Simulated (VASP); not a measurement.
# BeCdTeSe (P4/mmm) in VASP: further runs

BeCdTeSe is run at these levels: PBE; tasks: single point, relaxation of cell and atoms.

Everything below comes from runs of VASP 6.6.1. Logs are shortened: lines on timing, memory, paths and dates and some standing lists are left out, and cuts for length are marked.

### 1 The cell of the first run

Symmetry: P4/mmm, No. 123, tetragonal system. The conventional cell has a = 3.947 Å, b = 3.947 Å, c = 5.568 Å, α = 90.00°, β = 90.00°, γ = 90.00°. Within 3.7 Å of Be (site symmetry 4/mmm) lie 2 Te at 2.78 Å and 4 Cd at 2.79 Å. Cd (site symmetry 4/mmm) has 2 Se at 2.78 Å and 4 Be at 2.79 Å within 3.7 Å. Within 3.7 Å of Te (site symmetry 4/mmm) lie 2 Be at 2.78 Å and 4 Se at 2.79 Å. Within 3.7 Å of Se (site symmetry 4/mmm) lie 2 Cd at 2.78 Å and 4 Te at 2.79 Å.

### 2 Single point, PBE

File INCAR:

```
SYSTEM = BeCdTeSe
  ALGO = Normal
  EDIFF = 1E-6
  ENCUT = 520
  GGA = PE
  ISIF = 2
  ISMEAR = 0
  LASPH = .TRUE.
  LCHARG = .TRUE.
  LELF = .TRUE.
  LREAL = .FALSE.
  LVHAR = .TRUE.
  LWAVE = .FALSE.
  NBANDS = 21
  NELM = 80
  PREC = Accurate
  SIGMA = 0.1
```

File KPOINTS:

```
k-points
0
G
  4 4 4
  0 0 0
```

File POSCAR:

```
BeCdTeSe
1.0
    3.9470928000      0.0000000000      0.0000000000
    0.0000000000      3.9470928000      0.0000000000
    0.0000000000      0.0000000000      5.5677667400
Be Cd Te Se
1 1 1 1
Direct
    0.0000000000      0.0000000000      0.5000000000
    0.5000000000      0.5000000000      0.5000000000
    0.0000000000      0.0000000000      0.0000000000
    0.5000000000      0.5000000000      0.0000000000
```

Potentials or basis: VASP PAW PBE potentials, release 64 (Be, Cd, Te, Se).

The run is started by

```console
$ cat potpaw_PBE.64/Be/POTCAR potpaw_PBE.64/Cd/POTCAR potpaw_PBE.64/Te/POTCAR potpaw_PBE.64/Se/POTCAR > POTCAR
$ mpirun -np 1 vasp_std > vasp.out
```

OUTCAR:

```text
SYSTEM = BeCdTeSe
   EDIFF = 1E-6
   ENCUT = 520
   GGA = PE
   ISIF = 2
   ISMEAR = 0
   LASPH = .TRUE.
   LREAL = .FALSE.
   NELM = 80
   PREC = Accurate

 ion  position               nearest neighbor table
   1  0.000  0.000  0.500-   3 2.78   3 2.78   2 2.79   2 2.79   2 2.79   2 2.79
   2  0.500  0.500  0.500-   4 2.78   4 2.78   1 2.79   1 2.79   1 2.79   1 2.79
   3  0.000  0.000  0.000-   1 2.78   1 2.78   4 2.79   4 2.79   4 2.79   4 2.79
   4  0.500  0.500  0.000-   2 2.78   2 2.78   3 2.79   3 2.79   3 2.79   3 2.79

  LATTYP: Found a simple tetragonal cell.
 ALAT       =     3.9470928000
 C/A-ratio  =     1.4105994012

  Lattice vectors:

 A1 = (   3.9470928000,   0.0000000000,   0.0000000000)
 A2 = (   0.0000000000,   3.9470928000,   0.0000000000)
 A3 = (   0.0000000000,   0.0000000000,   5.5677667400)

Analysis of symmetry for initial positions (statically):
=====================================================================
 Subroutine PRICEL returns:
 Original cell was already a primitive cell.

 Routine SETGRP: Setting up the symmetry group for a
 simple tetragonal supercell.

 Subroutine GETGRP returns: Found 16 space group operations
 (whereof 16 operations were pure point group operations)
 out of a pool of 16 trial point group operations.

The static configuration has the point symmetry D_4h.

Analysis of symmetry for dynamics (positions and initial velocities):
=====================================================================
 Subroutine PRICEL returns:
 Original cell was already a primitive cell.

 Routine SETGRP: Setting up the symmetry group for a
 simple tetragonal supercell.

 Subroutine GETGRP returns: Found 16 space group operations
 (whereof 16 operations were pure point group operations)
 out of a pool of 16 trial point group operations.

The dynamic configuration has the point symmetry D_4h.

 Subroutine INISYM returns: Found 16 space group operations
 (whereof 16 operations are pure point group operations),
 and found     1 'primitive' translations

----------------------------------------------------------------------------------------

                                     Primitive cell

  volume of cell :      86.7433

  direct lattice vectors                    reciprocal lattice vectors
     3.947092800  0.000000000  0.000000000     0.253351023  0.000000000  0.000000000
     0.000000000  3.947092800  0.000000000     0.000000000  0.253351023  0.000000000
     0.000000000  0.000000000  5.567766740     0.000000000  0.000000000  0.179605225

  length of vectors
     3.947092800  3.947092800  5.567766740     0.253351023  0.253351023  0.179605225

  position of ions in fractional coordinates (direct lattice)
     0.000000000  0.000000000  0.500000000
     0.500000000  0.500000000  0.500000000
     0.000000000  0.000000000  0.000000000
     0.500000000  0.500000000  0.000000000

  ion indices of the primitive-cell ions
   primitive index   ion index
                 1           1
                 2           2
                 3           3
                 4           4

----------------------------------------------------------------------------------------

 KPOINTS: k-points

Automatic generation of k-mesh.
 Grid dimensions read from file:
 generate k-points for:    4    4    4

 Generating k-lattice:

  Cartesian coordinates                     Fractional coordinates (reciprocal lattice)
     0.063337756  0.000000000  0.000000000     0.250000000  0.000000000  0.000000000
     0.000000000  0.063337756  0.000000000     0.000000000  0.250000000  0.000000000
     0.000000000  0.000000000  0.044901306     0.000000000  0.000000000  0.250000000

  Length of vectors
     0.063337756  0.063337756  0.044901306

  Shift w.r.t. Gamma in fractional coordinates (k-lattice)
     0.000000000  0.000000000  0.000000000

 Subroutine IBZKPT returns following result:
 ===========================================

 Found     18 irreducible k-points:

 Following reciprocal coordinates:
            Coordinates               Weight
  0.000000  0.000000  0.000000      1.000000
  0.250000  0.000000  0.000000      4.000000
  0.500000  0.000000  0.000000      2.000000
  0.250000  0.250000  0.000000      4.000000
  0.500000  0.250000  0.000000      4.000000
  0.500000  0.500000  0.000000      1.000000
[... 10 lines left out ...]
  0.500000  0.250000  0.500000      4.000000
  0.500000  0.500000  0.500000      1.000000
   k-points           NKPTS =     18   k-points in BZ     NKDIM =     18   number of bands    NBANDS=     21
   number of dos      NEDOS =    301   number of ions     NIONS =      4
   total plane-waves  NPLWV =  37800
   dimension x,y,z NGX =    30 NGY =   30 NGZ =   42
   dimension x,y,z NGXF=    60 NGYF=   60 NGZF=   84
   ions per type =               1   1   1   1
   NGX,Y,Z   is equivalent  to a cutoff of  12.64, 12.64, 12.54 a.u.
   NGXF,Y,Z  is equivalent  to a cutoff of  25.27, 25.27, 25.08 a.u.
 SYSTEM =  BeCdTeSe
   PREC   = accura    normal or accurate (medium, high low for compatibility)
   ISTART =      0    job   : 0-new  1-cont  2-samecut
   ICHARG =      2    charge: 1-file 2-atom 10-const
   ISPIN  =      1    spin polarized calculation?
   LNONCOLLINEAR =      F non collinear calculations
   LSORBIT =      F    spin-orbit coupling
   LASPH  =      T    aspherical Exc in radial PAW
   ENCUT  =  520.0 eV  38.22 Ry    6.18 a.u.   7.34  7.34 10.35*2*pi/ulx,y,z
   NELM   =     80;   NELMIN=  2; NELMDL= -5     # of ELM steps
   EDIFF  = 0.1E-05   stopping-criterion for ELM
   LREAL  =      F    real-space projection
   EDIFFG = 0.1E-04   stopping-criterion for IOM
   NSW    =      0    number of steps for IOM
   IBRION =     -1    ionic relax: 0-MD 1-quasi-New 2-CG
   NFREE  =      0    steps in history (QN), initial steepest desc. (CG)
   ISIF   =      2    stress and relaxation
   ISYM   =      2    0-nonsym 1-usesym 2-fastsym
   POTIM  = 0.5000    time-step for ionic-motion
   TEBEG  =    0.0;   TEEND  =   0.0 temperature during run
   PSTRESS=    0.0 pullay stress
   NELECT =      26.0000    total number of electrons
   NUPDOWN=      -1.0000    fix difference up-down
   EMIN   =  10.00;   EMAX   =-10.00  energy-range for DOS
   EFERMI =   0.00;   METHOD = LEGACY
   ISMEAR =     0;   SIGMA  =   0.10  broadening in eV -4-tet -1-fermi 0-gaus
   EFERMI_NEDOS =   21; number of points for ismear=-14 and -15
   IALGO  =     38    algorithm
   IMIX   =      4    mixing-type and parameters
     AMIX     =   0.40;   BMIX     =  1.00
     AMIX_MAG =   1.60;   BMIX_MAG =  1.00
  volume/ion in A,a.u.               =      21.69       146.34
  Fermi-wavevector in a.u.,A,eV,Ry     =   1.095605  2.070393 16.331760  1.200351
  Thomas-Fermi vector in A             =   2.231932
   LORBIT       =      0    0 simple, 1 ext, 2 COOP (PROOUT), +10 PAW based schemes
   GGA     = PE    functional components
   LHFCALC =     F    Hartree Fock is set to
   AEXX    =    0.0000 exact exchange contribution
   IVDW    =     0    specifies the selected vdW correction
   LEPSILON=     F    determine dielectric tensor
   LRPA    =     F    only Hartree local field effects (RPA)
 non-spin polarized calculation
 Gauss-broadening in eV      SIGMA  =   0.10
  energy-cutoff  :      520.00
  volume of cell :       86.74
 maximum number of plane-waves:      2373
 NGX is ok and might be reduce to    30
   NGX = 15   NGY = 15   NGZ = 21

 number of electron      26.0000008 magnetization

 Free energy of the ion-electron system (eV)
  ---------------------------------------------------
  ext. energy  EPLUGINS =         0.00000000
  ---------------------------------------------------
  free energy    TOTEN  =        -9.54807000 eV

  energy without entropy =       -9.53331418  energy(sigma->0) =       -9.54069209

 E-fermi :   5.1671     XC(G=0):  -9.9923

 val. band max:        4.9880048293   @ k =   0.5000   0.2500   0.5000
 cond. band min:       5.1757033532   @ k =   0.5000   0.5000   0.0000
 fundamental gap:      0.1876985239
 Fermi energy:         5.1670791628

 k-point     1 :       0.0000    0.0000    0.0000
  band No.  band energies     occupation
      1     -10.4620      2.00000
      2      -4.6387      2.00000
      3      -3.3345      2.00000
      4      -3.2242      2.00000
      5      -3.2035      2.00000
      6      -3.2035      2.00000
[... 13 lines left out ...]
     20      11.9079      0.00000
     21      11.9079      0.00000

 k-point     2 :       0.2500    0.0000    0.0000
  band No.  band energies     occupation
      1      -9.9943      2.00000
      2      -5.8635      2.00000
      3      -3.3202      2.00000
      4      -3.2878      2.00000
      5      -3.2740      2.00000
      6      -3.1985      2.00000
[... 13 lines left out ...]
     20      12.2784      0.00000
     21      12.3945      0.00000

 k-point     3 :       0.5000    0.0000    0.0000
  band No.  band energies     occupation
      1      -9.1620      2.00000
      2      -7.3392      2.00000
      3      -3.3486      2.00000
      4      -3.3398      2.00000
      5      -3.3351      2.00000
      6      -3.1935      2.00000
[... 13 lines left out ...]
     20      12.3919      0.00000
     21      12.4271      0.00000

 k-point     4 :       0.2500    0.2500    0.0000
  band No.  band energies     occupation
      1      -9.5743      2.00000
      2      -6.1908      2.00000
      3      -3.3457      2.00000
      4      -3.2692      2.00000
      5      -3.2401      2.00000
      6      -3.2117      2.00000
[... 13 lines left out ...]
     20      11.6696      0.00000
     21      12.3623      0.00000

 k-point     5 :       0.5000    0.2500    0.0000
  band No.  band energies     occupation
      1      -8.9058      2.00000
      2      -6.9405      2.00000
      3      -3.4081      2.00000
      4      -3.3061      2.00000
      5      -3.2363      2.00000
      6      -3.2171      2.00000
[... 13 lines left out ...]
     20      12.7897      0.00000
     21      14.5523      0.00000

 k-point     6 :       0.5000    0.5000    0.0000
  band No.  band energies     occupation
      1      -8.6028      2.00000
      2      -6.3859      2.00000
      3      -3.4347      2.00000
      4      -3.2774      2.00000
      5      -3.2774      2.00000
      6      -3.0650      2.00000
[... 13 lines left out ...]
     20      12.9448      0.00000
     21      15.5714      0.00000

 k-point     7 :       0.0000    0.0000    0.2500
  band No.  band energies     occupation
      1     -10.4246      2.00000
      2      -4.5081      2.00000
      3      -3.3338      2.00000
      4      -3.2726      2.00000
      5      -3.2263      2.00000
      6      -3.2263      2.00000
[... 13 lines left out ...]
     20      12.1769      0.00000
     21      12.8861      0.00000
[... 147 lines left out ...]
      1      -9.9124      2.00000
      2      -5.7742      2.00000
      3      -3.6173      2.00000
      4      -3.2854      2.00000
      5      -3.2787      2.00000
      6      -3.2333      2.00000
[... 13 lines left out ...]
     20      11.2835      0.00000
     21      12.6690      0.00000

 k-point    15 :       0.5000    0.0000    0.5000
  band No.  band energies     occupation
      1      -9.0497      2.00000
      2      -7.3283      2.00000
      3      -3.5951      2.00000
      4      -3.3448      2.00000
      5      -3.2271      2.00000
      6      -3.2266      2.00000
[... 13 lines left out ...]
     20      11.0252      0.00000
     21      12.0356      0.00000

 k-point    16 :       0.2500    0.2500    0.5000
  band No.  band energies     occupation
      1      -9.4845      2.00000
      2      -6.1158      2.00000
      3      -3.5913      2.00000
      4      -3.3718      2.00000
      5      -3.3300      2.00000
      6      -3.2135      2.00000
[... 13 lines left out ...]
     20      11.4453      0.00000
     21      12.4316      0.00000

 k-point    17 :       0.5000    0.2500    0.5000
  band No.  band energies     occupation
      1      -8.7869      2.00000
      2      -6.9205      2.00000
      3      -3.5687      2.00000
      4      -3.4478      2.00000
      5      -3.3017      2.00000
      6      -3.2743      2.00000
[... 13 lines left out ...]
     20      12.5938      0.00000
     21      13.0732      0.00000

 k-point    18 :       0.5000    0.5000    0.5000
  band No.  band energies     occupation
      1      -8.4729      2.00000
      2      -6.3399      2.00000
      3      -3.5465      2.00000
      4      -3.5389      2.00000
      5      -3.4511      2.00000
      6      -3.4511      2.00000
[... 13 lines left out ...]
     20      11.6304      0.00000
     21      11.6304      0.00000

------------------------ aborting loop because EDIFF is reached ----------------------------------------

  FORCE on cell =-STRESS in cart. coord.  units (eV):
  Direction    XX          YY          ZZ          XY          YZ          ZX
  --------------------------------------------------------------------------------------
  -------------------------------------------------------------------------------------
  Total        2.4173806      2.4173806      2.1050754      0.0000000     -0.0000000     -0.0000000
  in kB       44.6498401     44.6498401     38.8814566      0.0000000     -0.0000000     -0.0000000
  external PRESSURE =      42.7270456 kB  Pullay stress =       0.0000000 kB

 VOLUME and BASIS-vectors are now :
 -----------------------------------------------------------------------------
  energy-cutoff  :      520.00
  volume of cell :       86.74
      direct lattice vectors                 reciprocal lattice vectors
     3.947092800  0.000000000  0.000000000     0.253351023  0.000000000  0.000000000
     0.000000000  3.947092800  0.000000000     0.000000000  0.253351023  0.000000000
     0.000000000  0.000000000  5.567766740     0.000000000  0.000000000  0.179605225

 POSITION                                       TOTAL-FORCE (eV/Angst)
 -----------------------------------------------------------------------------------
      0.00000      0.00000      2.78388         0.000000      0.000000      0.000000
      1.97355      1.97355      2.78388         0.000000      0.000000      0.000000
      0.00000      0.00000      0.00000         0.000000      0.000000      0.000000
      1.97355      1.97355      0.00000         0.000000      0.000000      0.000000
 -----------------------------------------------------------------------------------
    total drift:                                0.000000      0.000000      0.000000

  FREE ENERGIE OF THE ION-ELECTRON SYSTEM (eV)
  ---------------------------------------------------
  free  energy   TOTEN  =        -9.5480700048 eV

  energy  without entropy=       -9.5333141787  energy(sigma->0) =       -9.54069209
```

Wall time 31 s (1 thread of Intel Xeon 6975P-C (Granite Rapids), shared host); peak memory 0.21 GiB.

What came out:

```yaml
Free_energy: -9.5481 eV
Pressure: 4.3 GPa
Band_gap_on_the_k_mesh: zero (band 13 reaches 7.20 eV, above the bottom of band 14 at 3.43 eV)
```

Levels at points of the mesh, in eV from the Fermi level:
| k point | band 11 | band 12 | band 13 | band 14 | band 15 | band 16 |
| --- | --- | --- | --- | --- | --- | --- |
| (0.00, 0.00, 0.00) | -5.02 | -1.15 | 2.03 | 2.03 | 2.49 | 3.21 |
| (0.50, 0.00, 0.00) | -3.00 | -2.65 | -1.89 | -1.73 | -1.58 | 4.38 |
| (0.50, 0.50, 0.00) | -3.22 | -0.66 | -0.66 | -0.59 | 0.01 | 3.42 |
| (0.00, 0.00, 0.50) | -0.96 | -0.54 | 0.90 | 1.53 | 1.53 | 2.62 |
| (0.50, 0.00, 0.50) | -1.83 | -1.82 | -1.71 | 0.50 | 1.12 | 2.84 |
| (0.50, 0.50, 0.50) | -3.64 | -1.60 | -1.60 | 2.76 | 3.13 | 3.32 |

Caveat: the k points lie up to 0.40 Å⁻¹ apart; spin-orbit coupling is left out, which moves the levels of the heavy elements.

(Continued in part 2 of 3.)
